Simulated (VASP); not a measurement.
The system is C.

```
CELL_PARAMETERS angstrom
0.00000 2.21910 2.21910
2.21910 0.00000 2.21910
2.21910 2.21910 0.00000
ATOMIC_POSITIONS crystal
C 0.00000 0.00000 0.00000
C 0.25000 0.25000 0.25000
```

| Item | Value |
| --- | --- |
| Program | VASP 6.6.1 |
| Task | relaxation of cell and atoms |
| Functional | PBEsol |
| Potentials or basis | VASP PAW PBE potentials, release 64 (C) |
| Cutoff | 600 eV |
| k mesh | 8 × 8 × 8 |
| Occupations | gaussian, width 0.1 eV |
| Spin | no spin polarisation |

At the start: pressure -78.0 GPa; volume 10.93 Å³/atom.

**Question.** Where does the relaxation end?

**Answer.** Over 6 steps the energy falls by 2314.3 meV/atom and the volume is 5.62 Å³/atom (-48.6 %); space group Fd-3m (No. 227, to 0.05 Å).

Step by step:
```tsv
step	energy change (eV)	largest force (eV/Å)	pressure (GPa)	volume (Å³)
1	0.0000	0.0000	-77.99	21.86
2	-3.7286	0.0000	151.48	8.98
3	-4.6277	0.0000	-3.21	11.32
4	-4.6277	0.0000	3.43	11.15
5	-4.6273	0.0000	-3.99	11.34
6	-4.6286	0.0000	0.01	11.24
```

Final structure:
```
C
1.0
     0.00000    1.77784    1.77784
     1.77784    0.00000    1.77784
     1.77784    1.77784    0.00000
C
2
Direct
  0.00000 0.00000 0.00000
  0.25000 0.25000 0.25000
```

Caveat: the volume moved by over 15 % at a fixed basis, so the end points are rough; the PAW data sets were made with another functional, which shifts forces and pressure a little.
